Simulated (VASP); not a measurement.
A run of VASP 6.6.1 is set up as follows.

INCAR

```
SYSTEM = InSe
PREC = Accurate ; ENCUT = 520
EDIFF = 1E-7 ; ISMEAR = 0
SIGMA = 0.02 ; LREAL = .FALSE.
LASPH = .TRUE. ; NELM = 100
ALGO = Normal ; ISIF = 2
LWAVE = .FALSE. ; LCHARG = .FALSE.
GGA = PE ; IVDW = 12
NBANDS = 48
```

KPOINTS

```
Automatic mesh
0
G
  12 12 2
  0 0 0
```

The input POSCAR:

```
InSe
1.0
    4.0317717219      0.0000000000      0.0000000000
   -2.0158858609      3.4916167334      0.0000000000
    0.0000000000      0.0000000000     16.7623823263
In Se
4 4
Direct
    0.3333333333      0.6666666667      0.1666582791
    0.6666666667      0.3333333333      0.6666582791
    0.3333333333      0.6666666667      0.3333417209
    0.6666666667      0.3333333333      0.8333417209
    0.3333333333      0.6666666667      0.5898712858
    0.6666666667      0.3333333333      0.0898712858
    0.3333333333      0.6666666667      0.9101287142
    0.6666666667      0.3333333333      0.4101287142
```

Potentials or basis: VASP PAW PBE potentials, release 64 (In_d, Se).

The run is started by

```bash
$ cat potpaw_PBE.64/In_d/POTCAR potpaw_PBE.64/Se/POTCAR > POTCAR
$ mpirun -np 1 vasp_std > vasp.out
```

(1) Predict the pressure.

(2) Predict the dispersion energy per atom.

Answers

(1) 0.0 GPa.

(2) -0.297 eV.
